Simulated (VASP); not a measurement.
Tl2B6Te, 9 atoms in the cell. Symmetry: Fm-3m, No. 225, cubic system. The conventional cell has a = 8.305 Å, b = 8.305 Å, c = 8.305 Å, α = 90.00°, β = 90.00°, γ = 90.00°. Tl (site symmetry -43m) has 12 B at 3.06 Å and 4 Te at 3.60 Å within 4.0 Å. B (site symmetry 4mm) has 4 B at 1.74 Å within 2.3 Å. Te (site symmetry m-3m) has 6 B at 2.92 Å and 8 Tl at 3.60 Å within 3.8 Å. 

* Program: VASP 6.6.1
* Task: single point
* Functional: PBE
* Potentials or basis: VASP PAW PBE potentials, release 64 (Tl_d, B, Te)
* Cutoff: 520 eV
* k mesh: 8 × 8 × 8
* Occupations: gaussian, width 0.1 eV
* Spin: no spin polarisation
* Dipole correction: no
* Further INCAR settings: ALGO = Normal; EDIFF = 1e-07; NBANDS = 35

Potentials or basis: VASP PAW PBE potentials, release 64 (Tl_d, B, Te).

Run with:

```sh
$ cat potpaw_PBE.64/Tl_d/POTCAR potpaw_PBE.64/B/POTCAR potpaw_PBE.64/Te/POTCAR > POTCAR
$ mpirun -np 1 vasp_std > vasp.out
```

Hardware: 1 thread of Intel(R) Xeon(R) 6975P-C (Granite Rapids) (shared host).

Q: Estimate the wall time of this run.

A: It took 100 s on 1 thread of Intel(R) Xeon(R) 6975P-C (Granite Rapids) (shared host), peak memory 0.4 GiB. Counts: scf iterations 16, k points 29.
